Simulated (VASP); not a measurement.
# MnSi (P2_13) in VASP: notebook

MnSi is run at these levels: PBEsol; tasks: single point.

Everything below comes from runs of VASP 6.6.1. Logs are shortened: lines on timing, memory, paths and dates and some standing lists are left out, and cuts for length are marked.

### 1 The cell of the first run

The structure is cubic, space group P2_13 (No. 198). Conventional cell: a = 4.426 Å, b = 4.426 Å, c = 4.426 Å, α = 90.00°, β = 90.00°, γ = 90.00°. Within 3.0 Å of Mn (site symmetry 3) lie 7 Si at 2.24 to 2.46 Å and 6 Mn at 2.71 Å. Within 3.0 Å of Si (site symmetry 3) lie 7 Mn at 2.24 to 2.46 Å and 6 Si at 2.73 Å.

### 2 Single point, PBEsol, collinear spin, ferromagnetic start (10.84 Å³/atom)

Input file INCAR:

```
SYSTEM = MnSi
PREC = Accurate ; ENCUT = 520
EDIFF = 1E-6 ; ISMEAR = 0
SIGMA = 0.1 ; LREAL = .False.
LASPH = .True. ; NELM = 150
ALGO = Normal ; ISIF = 2
LWAVE = .False. ; LCHARG = .True.
ISPIN = 2 ; MAGMOM = 1 1 1 1 0 0 0 0
LORBIT = 11 ; LMAXMIX = 4
GGA = PS ; LELF = .True.
LVHAR = .True. ; NBANDS = 48
```

Input file KPOINTS:

```
Automatic mesh
0
Gamma
  8 8 8
  0 0 0
```

Input file POSCAR:

```
MnSi
1.0
    4.4256173289      0.0000000000      0.0000000000
    0.0000000000      4.4256173289      0.0000000000
    0.0000000000      0.0000000000      4.4256173289
Mn Si
4 4
Direct
    0.1379173507      0.1379173507      0.1379173507
    0.3620826493      0.8620826493      0.6379173507
    0.6379173507      0.3620826493      0.8620826493
    0.8620826493      0.6379173507      0.3620826493
    0.8457293760      0.8457293760      0.8457293760
    0.6542706240      0.1542706240      0.3457293760
    0.3457293760      0.6542706240      0.1542706240
    0.1542706240      0.3457293760      0.6542706240
```

Potentials or basis: VASP PAW PBE potentials, release 64 (Mn_pv, Si).

The run is started by

```
cat potpaw_PBE.64/Mn_pv/POTCAR potpaw_PBE.64/Si/POTCAR > POTCAR
mpirun -np 1 vasp_std > vasp.out
```

OUTCAR:

```text
SYSTEM = MnSi
   PREC = Accurate
   ENCUT = 520
   EDIFF = 1E-6
   ISMEAR = 0
   LREAL = .False.
   LASPH = .True.
   NELM = 150
   ISIF = 2
   ISPIN = 2
   LORBIT = 11
   GGA = PS

 ion  position               nearest neighbor table
   1  0.138  0.138  0.138-   5 2.24   6 2.33   7 2.33   8 2.33   6 2.46   7 2.46   8 2.46   3 2.71
                             3 2.71   4 2.71   2 2.71   4 2.71   2 2.71
   2  0.362  0.862  0.638-   6 2.24   5 2.33   7 2.33   8 2.33   8 2.46   5 2.46   7 2.46   4 2.71
                             4 2.71   3 2.71   3 2.71   1 2.71   1 2.71
   3  0.638  0.362  0.862-   7 2.24   6 2.33   5 2.33   8 2.33   8 2.46   5 2.46   6 2.46   1 2.71
                             1 2.71   2 2.71   2 2.71   4 2.71   4 2.71
   4  0.862  0.638  0.362-   8 2.24   6 2.33   7 2.33   5 2.33   6 2.46   7 2.46   5 2.46   2 2.71
                             2 2.71   1 2.71   1 2.71   3 2.71   3 2.71
   5  0.846  0.846  0.846-   1 2.24   2 2.33   3 2.33   4 2.33   2 2.46   3 2.46   4 2.46   6 2.73
                             7 2.73   8 2.73   6 2.73   8 2.73   7 2.73
   6  0.654  0.154  0.346-   2 2.24   1 2.33   3 2.33   4 2.33   4 2.46   1 2.46   3 2.46   8 2.73
                             5 2.73   5 2.73   7 2.73   7 2.73   8 2.73
   7  0.346  0.654  0.154-   3 2.24   2 2.33   1 2.33   4 2.33   4 2.46   1 2.46   2 2.46   8 2.73
                             5 2.73   8 2.73   6 2.73   6 2.73   5 2.73
   8  0.154  0.346  0.654-   4 2.24   2 2.33   3 2.33   1 2.33   2 2.46   3 2.46   1 2.46   7 2.73
                             5 2.73   7 2.73   5 2.73   6 2.73   6 2.73

  LATTYP: Found a simple cubic cell.
 ALAT       =     4.4256173289

  Lattice vectors:

 A1 = (   4.4256173289,   0.0000000000,   0.0000000000)
 A2 = (   0.0000000000,   4.4256173289,   0.0000000000)
 A3 = (   0.0000000000,   0.0000000000,   4.4256173289)

Analysis of symmetry for initial positions (statically):
=====================================================================
 Subroutine PRICEL returns:
 Original cell was already a primitive cell.

 Routine SETGRP: Setting up the symmetry group for a
 simple cubic supercell.

 Subroutine GETGRP returns: Found 12 space group operations
 (whereof  3 operations were pure point group operations)
 out of a pool of 48 trial point group operations.

The static configuration has the point symmetry C_3 .
 The point group associated with its full space group is T   .

Analysis of symmetry for dynamics (positions and initial velocities):
=====================================================================
 Subroutine PRICEL returns:
 Original cell was already a primitive cell.

 Routine SETGRP: Setting up the symmetry group for a
 simple cubic supercell.

 Subroutine GETGRP returns: Found 12 space group operations
 (whereof  3 operations were pure point group operations)
 out of a pool of 48 trial point group operations.

The dynamic configuration has the point symmetry C_3 .
 The point group associated with its full space group is T   .

[... 178 lines left out ...]
 fundamental gap:      0.0045580810
 Fermi energy:        11.8718291405

 spin component 1

 k-point     1 :       0.0000    0.0000    0.0000
  band No.  band energies     occupation
      1     -36.2759      1.00000
      2     -36.2759      1.00000
      3     -36.2759      1.00000
      4     -36.1893      1.00000
      5     -36.1893      1.00000
      6     -36.1893      1.00000
[... 1165 lines left out ...]
     45      16.4557      0.00000
     46      17.2084      0.00000

 [... further k-points ...]

 spin component 2

 k-point     1 :       0.0000    0.0000    0.0000
  band No.  band energies     occupation
      1     -35.4199      1.00000
      2     -35.4199      1.00000
      3     -35.4199      1.00000
      4     -35.3078      1.00000
      5     -35.2349      1.00000
      6     -35.2349      1.00000
[... 1165 lines left out ...]
     45      16.8520      0.00000
     46      17.5189      0.00000

 [... further k-points ...]

 [bands above 46 left out]

------------------------ aborting loop because EDIFF is reached ----------------------------------------

  FORCE on cell =-STRESS in cart. coord.  units (eV):
  Direction    XX          YY          ZZ          XY          YZ          ZX
  --------------------------------------------------------------------------------------
  -------------------------------------------------------------------------------------
  Total        3.9650954      3.9650954      3.9650954     -0.0000000     -0.0000000      0.0000000
  in kB       73.2896505     73.2896505     73.2896505     -0.0000000     -0.0000000      0.0000000
  external PRESSURE =      73.2896505 kB  Pullay stress =       0.0000000 kB

 VOLUME and BASIS-vectors are now :
 -----------------------------------------------------------------------------
  energy-cutoff  :      520.00
  volume of cell :       86.68
      direct lattice vectors                 reciprocal lattice vectors
     4.425617329  0.000000000  0.000000000     0.225957177  0.000000000  0.000000000
     0.000000000  4.425617329  0.000000000     0.000000000  0.225957177  0.000000000
     0.000000000  0.000000000  4.425617329     0.000000000  0.000000000  0.225957177

 POSITION                                       TOTAL-FORCE (eV/Angst)
 -----------------------------------------------------------------------------------
      0.61037      0.61037      0.61037         0.010702      0.010702      0.010702
      1.60244      3.81525      2.82318        -0.010702     -0.010702      0.010702
      2.82318      1.60244      3.81525         0.010702     -0.010702     -0.010702
      3.81525      2.82318      1.60244        -0.010702      0.010702     -0.010702
      3.74287      3.74287      3.74287         0.000346      0.000346      0.000346
      2.89555      0.68274      1.53007        -0.000346     -0.000346      0.000346
      1.53007      2.89555      0.68274         0.000346     -0.000346     -0.000346
      0.68274      1.53007      2.89555        -0.000346      0.000346     -0.000346
 -----------------------------------------------------------------------------------
    total drift:                               -0.000001     -0.000000      0.000000

  FREE ENERGIE OF THE ION-ELECTRON SYSTEM (eV)
  ---------------------------------------------------
  free  energy   TOTEN  =       -66.2580684330 eV

  energy  without entropy=      -66.2311400637  energy(sigma->0) =      -66.24460425

 total charge

# of ion       s       p       d       tot
------------------------------------------
    1        0.359   6.434   5.366  12.159
    2        0.359   6.434   5.366  12.159
    3        0.359   6.434   5.366  12.159
    4        0.359   6.434   5.366  12.159
    5        0.746   0.944   0.000   1.690
    6        0.746   0.944   0.000   1.690
    7        0.746   0.944   0.000   1.690
    8        0.746   0.944   0.000   1.690
--------------------------------------------------
tot          4.418  29.515  21.464  55.397

 magnetization (x)

# of ion       s       p       d       tot
------------------------------------------
    1        0.000   0.006   0.889   0.895
    2        0.000   0.006   0.889   0.895
    3        0.000   0.006   0.889   0.895
    4        0.000   0.006   0.889   0.895
    5       -0.010  -0.027   0.000  -0.037
    6       -0.010  -0.027   0.000  -0.037
    7       -0.010  -0.027   0.000  -0.037
    8       -0.010  -0.027   0.000  -0.037
--------------------------------------------------
tot         -0.040  -0.085   3.557   3.432
```

Run time: 11 min. Hardware: 1 thread of Intel Xeon 8259CL, shared host; peak memory 0.39 GiB.

Results:

| Item | Value |
| --- | --- |
| Free energy | -66.2581 eV |
| Pressure | 7.3 GPa |
| Largest force | 0.019 eV/Å |
| Net moment | 3.43 μB per cell |
| Site moments | Mn +0.90; Si -0.04 μB |
| Valence electrons inside the program's atomic spheres | Mn 12.16; Si 1.69 |

Forces on the atoms (eV/Å):
```
Mn   0.011  0.011  0.011
Mn  -0.011 -0.011  0.011
Mn   0.011 -0.011 -0.011
Mn  -0.011  0.011 -0.011
Si   0.000  0.000  0.000
Si   0.000  0.000  0.000
Si   0.000  0.000  0.000
Si   0.000  0.000  0.000
```

Caveat: the cell stands under pressure; the PAW data sets were made with another functional, which shifts forces and pressure a little.

### 3 Single point, PBEsol, collinear spin, ferromagnetic start

This run uses another cell than the first one, of 11.17 Å³/atom.

Input file INCAR:

```
PREC = Accurate
ENCUT = 520
EDIFF = 1E-6
ISMEAR = 0
SIGMA = 0.1
LREAL = False
LASPH = True
NELM = 150
ALGO = Normal
ISIF = 2
LWAVE = False
LCHARG = False
ISPIN = 2
MAGMOM = 1.05 1.05 1.05 1.05 0 0 0 0
LORBIT = 11
LMAXMIX = 4
GGA = PS
NBANDS = 48
```

Input file KPOINTS:

```
regular mesh
0
Gamma
  8 8 8
```

Input file POSCAR:

```
MnSi
1.0
    4.4707798086      0.0000000000      0.0000000000
    0.0000000000      4.4707798086      0.0000000000
    0.0000000000      0.0000000000      4.4707798086
Mn Si
4 4
Direct
    0.1370475757      0.1370475757      0.1370475757
    0.3629524243      0.8629524243      0.6370475757
    0.6370475757      0.3629524243      0.8629524243
    0.8629524243      0.6370475757      0.3629524243
    0.8453678927      0.8453678927      0.8453678927
    0.6546321073      0.1546321073      0.3453678927
    0.3453678927      0.6546321073      0.1546321073
    0.1546321073      0.3453678927      0.6546321073
```

Potentials or basis: VASP PAW PBE potentials, release 64 (Mn_pv, Si).

The run is started by

```
cat potpaw_PBE.64/Mn_pv/POTCAR potpaw_PBE.64/Si/POTCAR > POTCAR
mpirun -np 1 vasp_std > vasp.out
```

Wall time 3.2 min (1 thread of Intel Xeon 6975P-C (Granite Rapids), shared host); peak memory 0.41 GiB.

It converged, with:

```yaml
Free_energy: -66.3201 eV
Pressure: 0.1 GPa
Largest_force: 0.018 eV/Å
Net_moment: 3.67 μB per cell
Site_moments: Mn +0.96; Si -0.04 μB
Valence_electrons_inside_the_program's_atomic_spheres: Mn 12.09; Si 1.67
```

Forces in eV/Å, atoms in the order of the input:
```
Mn   0.010  0.010  0.010
Mn  -0.010 -0.010  0.010
Mn   0.010 -0.010 -0.010
Mn  -0.010  0.010 -0.010
Si   0.000  0.000  0.000
Si   0.000  0.000  0.000
Si   0.000  0.000  0.000
Si   0.000  0.000  0.000
```

Levels at points of the mesh, in eV from the Fermi level:
Spin up:
```tsv
k point	band 33	band 34	band 35	band 36	band 37	band 38	band 39	band 40
(0.00, 0.00, 0.00)	-0.29	-0.29	-0.20	-0.20	0.88	0.88	0.88	3.22
(0.50, 0.00, 0.00)	-0.53	-0.53	-0.02	-0.02	0.36	0.36	1.96	1.96
(0.50, 0.50, 0.00)	-1.01	-1.01	-0.49	-0.49	0.84	0.84	1.43	1.43
(0.50, 0.50, 0.50)	-0.63	-0.63	-0.63	-0.63	0.68	0.68	0.68	0.68
```
Spin down:
| k point | band 28 | band 29 | band 30 | band 31 | band 32 | band 33 | band 34 | band 35 | band 36 | band 37 |
| --- | --- | --- | --- | --- | --- | --- | --- | --- | --- | --- |
| (0.00, 0.00, 0.00) | -1.99 | -1.47 | -1.47 | -1.47 | 0.63 | 0.63 | 0.63 | 0.96 | 0.96 | 1.60 |
| (0.50, 0.00, 0.00) | -1.93 | -1.27 | -1.27 | -0.49 | -0.49 | 0.55 | 0.55 | 0.90 | 0.90 | 1.07 |
| (0.50, 0.50, 0.00) | -1.06 | -0.68 | -0.68 | -0.58 | -0.58 | -0.30 | -0.30 | 0.56 | 0.56 | 1.50 |
| (0.50, 0.50, 0.50) | -1.99 | 0.02 | 0.02 | 0.02 | 0.02 | 0.20 | 0.20 | 0.20 | 0.20 | 1.32 |

Caveat: the PAW data sets were made with another functional, which shifts forces and pressure a little.

[end of part 1 of 2]
